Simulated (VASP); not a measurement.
Li8Mg16CO2: single point with PBE+D3(BJ)

System: Li8Mg16CO2, a slab with vacuum.

```xyz
27
Lattice="9.3790 0.0000 0.0000 0.0000 10.0937 0.0000 0.0000 0.0000 17.5407" Properties=species:S:1:pos:R:3 pbc="T T T"
Li    6.2527    2.5234    1.0000
Li    3.1263    2.5234    1.0000
Li    1.4537    2.5242    3.3500
Li    7.4256    2.5993    3.6147
Li    6.2527    7.5703    1.0000
Li    3.1263    7.5703    1.0000
Li    1.5112    7.5423    3.5834
Li    7.6961    7.6209    3.5171
Mg    3.4648   -0.0036    2.1632
Mg    0.3906   -0.0166    2.1951
Mg    6.5867    0.0120    2.1765
Mg    0.0000    2.5234    1.0000
Mg    8.2112    0.0859    4.7645
Mg    5.1026   -0.0965    4.9993
Mg    1.9828    0.1186    4.8349
Mg    4.4071    2.4723    3.6280
Mg    3.5016    5.0306    2.1395
Mg    0.4314    5.0560    2.1946
Mg    6.6677    5.0651    2.1365
Mg    0.0000    7.5703    1.0000
Mg    8.2775    5.1132    4.7737
Mg    5.1961    5.0620    4.8669
Mg    2.0041    4.9089    4.8553
Mg    4.6247    7.5675    3.4208
C     3.0456    2.6146    6.7361
O     4.1940    2.5988    6.9968
O     1.9147    2.9515    6.5704
```

```json
{
 "Program": "VASP 6.6.1",
 "Task": "single point",
 "Functional": "PBE",
 "Dispersion": "D3(BJ)",
 "Potentials or basis": "VASP PAW PBE potentials, release 64 (Li_sv, Mg, C, O)",
 "Cutoff": "520 eV",
 "k mesh": "2 × 2 × 1",
 "Occupations": "fermi-dirac, width 0.1 eV",
 "Spin": "no spin polarisation"
}
```

```json
{
 "Largest force": "0.637 eV/Å",
 "Band gap on the k mesh": "zero (bands 36 and 37 overlap by 0.34 eV)",
 "Dispersion energy per atom": "-0.142 eV"
}
```

Forces in eV/Å, atoms in the order of the input:
```
Li  -0.243  0.031 -0.150
Li  -0.300 -0.038 -0.258
Li  -0.083 -0.040  0.026
Li   0.122 -0.028 -0.031
Li  -0.118  0.045 -0.277
Li  -0.380 -0.016 -0.246
Li  -0.015  0.023 -0.029
Li  -0.032 -0.005 -0.036
Mg   0.042 -0.029  0.107
Mg   0.061 -0.017  0.195
Mg   0.073 -0.008  0.191
Mg  -0.447  0.015 -0.314
Mg   0.191 -0.010  0.176
Mg   0.206  0.029  0.054
Mg   0.200 -0.112  0.060
Mg   0.090  0.025 -0.247
Mg   0.075  0.004  0.191
Mg   0.093  0.005  0.177
Mg   0.111  0.038  0.132
Mg  -0.302 -0.029 -0.287
Mg   0.174  0.000  0.128
Mg   0.198  0.005  0.109
Mg   0.196  0.124 -0.012
Mg   0.015 -0.013  0.018
C   -0.035  0.049  0.091
O    0.552 -0.150  0.279
O   -0.445  0.102 -0.047
```

Levels at points of the mesh, in eV from the Fermi level:
| k point | band 33 | band 34 | band 35 | band 36 | band 37 | band 38 |
| --- | --- | --- | --- | --- | --- | --- |
| (0.00, 0.00, 0.00) | -0.63 | -0.58 | -0.06 | 0.22 | 0.27 | 0.52 |
| (0.50, 0.00, 0.00) | -0.57 | -0.31 | -0.26 | -0.21 | -0.12 | 0.00 |
| (0.00, 0.50, 0.00) | -0.48 | -0.46 | -0.40 | -0.36 | 0.07 | 0.10 |
| (0.50, 0.50, 0.00) | -0.31 | -0.22 | -0.04 | 0.02 | 0.20 | 0.21 |

Wall time 9.1 min on 1 thread of Intel(R) Xeon(R) 6975P-C (Granite Rapids), with other jobs on the host, peak memory 1.4 GiB.

Caveat: there is no dipole correction, which matters where the two faces differ.
